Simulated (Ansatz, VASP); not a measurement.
# One calculation of LiH, two programs

```xyz
4
Lattice="0.0000 0.0000 2.5345 2.7560 0.0000 0.0000 0.0000 4.7736 0.0000" Properties=species:S:1:pos:R:3 pbc="T T T"
Li    1.3780    0.7956    0.0000
Li    0.0000    3.1824    0.0000
H     2.7560    0.0000    1.2672
H     1.3780    2.3868    1.2672
```

Alike in both runs: task single point; functional PBE; k mesh 6 × 6 × 4; occupations gaussian, width 0.1 eV; no spin polarisation.

|  | VASP | Ansatz |
| --- | --- | --- |
| version | VASP 6.6.1 | Ansatz 0.2.0 |
| potentials or method | VASP PAW PBE potentials, release 64 (Li_sv, H), cutoff 520 eV | scalar-relativistic, plane waves, PAW |
| valence electrons in the cell | 8 | 8 |

```csv
,VASP,Ansatz,Ansatz less VASP
gap on the k mesh at the Fermi level (eV),1.87,1.87,+0.004
least direct gap on the mesh (eV),3.19,3.17,-0.020
```

Noted on VASP's run: the cutoff is short for stress, so the pressure is rough.
